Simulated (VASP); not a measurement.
Runs of VASP 6.6.1 on ZnS (Sphalerite). The structure is that of space group F-43m (No. 216), or close to it. The cells are those of the table. 

| task | cell | gap on the mesh (eV) | pressure (GPa) |
| --- | --- | --- | --- |
| single point | a = 3.854 Å, angles 60.0°, 2 atoms | 2.00 | -0.1 |
| single point | a = 3.803 Å, angles 60.0°, 2 atoms | 2.18 | 2.9 |
| relaxation of the atoms | atoms relaxed from a = 3.803 Å, angles 60.0°, 2 atoms | 2.18 | 2.9 |
| single point | a = 3.772, b = 3.772, c = 3.829 Å, angles 59.5, 59.5, 61.0°, 2 atoms | 2.15 | 3.7 |
| relaxation of the atoms | atoms relaxed from a = 3.854 Å, angles 60.0°, 2 atoms | 2.00 | -0.1 |
| relaxation of the atoms | atoms relaxed from a = 3.867, b = 3.867, c = 3.829 Å, angles 60.3, 60.3, 59.3°, 2 atoms | 1.98 | -0.1 |
| single point | a = 3.879 Å, angles 60.0°, 2 atoms | (a) | -1.4 |
| single point | a = 3.829 Å, angles 60.0°, 2 atoms | 2.09 | (b) |

Alike in all rows: level PBE; potentials or basis VASP PAW PBE potentials, release 64 (Zn, S); no spin polarisation; k mesh 14 × 14 × 14; cutoff (eV) 520; smearing fermi-dirac 0.02 eV.

Q: Fill in the values left out.

A: (a) 1.92; (b) 1.3.

Caveats: the relaxation stopped at its first step, so nothing moved (some runs).

A k mesh can miss the band edges.
